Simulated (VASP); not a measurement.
The system is SiNi.

```
Ni Si
1.0
     2.94277    0.00000    0.00000
     0.00000    3.28033    0.00000
     0.00000    0.00000    4.67745
Ni Si
2 2
Direct
  0.50000 0.50000 0.34250
  0.00000 0.00000 0.65750
  0.50000 0.50000 0.84314
  0.00000 0.00000 0.15686
```

Program: VASP 6.6.1. Alike in all runs: task single point; potentials or basis VASP PAW PBE potentials, release 64 (Ni_sv_GW, Si); spin collinear, ferromagnetic start; cell as given; cutoff (eV) 690; smearing fermi-dirac 0.05 eV.

Question: Order these runs on this cell by their pressure, lowest first.
A. level PBE; fixed moment (μB) 0.5; k mesh 8 × 7 × 5
B. level PBE; fixed moment (μB) 2.0; k mesh 8 × 7 × 5
C. level BLYP; k mesh 9 × 8 × 6

Answer: A (6.5 GPa), B (13.8 GPa), C (15.4 GPa).

Caveats: the cell stands under pressure; the total moment is fixed, so each spin has its own Fermi level and the state may be an excited one (at least some runs); the moments typed at the start vanished in this run (at least some runs); the PAW data sets were made with another functional, which shifts forces and pressure a little (at least some runs).
